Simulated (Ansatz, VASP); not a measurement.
## Two plane-wave programs on Te2Mo

```xyz
3
Lattice="3.4665 0.0000 0.0000 -1.7333 3.0021 0.0000 0.0000 0.0000 17.5198" Properties=species:S:1:pos:R:3 pbc="T T T"
Te    0.0000    2.0014   16.2046
Te    0.0000    2.0014    1.7952
Mo    0.0000    0.0000    0.0000
```

Alike in both runs: task single point; functional LDA; k mesh 12 × 12 × 2; occupations gaussian, width 0.05 eV; no spin polarisation.

|  | VASP | Ansatz |
| --- | --- | --- |
| version | VASP 6.6.1 | Ansatz 0.2.0 |
| potentials or method | VASP PAW LDA potentials, release 64 (Te, Mo_sv), cutoff 520 eV | scalar-relativistic, plane waves, PAW |
| valence electrons in the cell | 26 | 46 |

VASP gave:

- gap on the k mesh at the Fermi level (eV): none
- rms of the force components (eV/Å): 3.854

**Question.** Estimate Ansatz's values.

**Answer.** gap on the k mesh at the Fermi level (eV): none; rms of the force components (eV/Å): 3.856.

LDA's correlation is that of Perdew and Zunger in VASP and of Perdew and Wang (1992) in Ansatz. Atom by atom the forces differ by 0.030 eV/Å (rms over components). A gap of «none» marks a metal or a gap that the smearing closes. VASP's potentials hold 26 valence electrons a cell and Ansatz's 46, so a difference there can come from the potentials and not from the codes.

Spin-orbit coupling is off throughout.
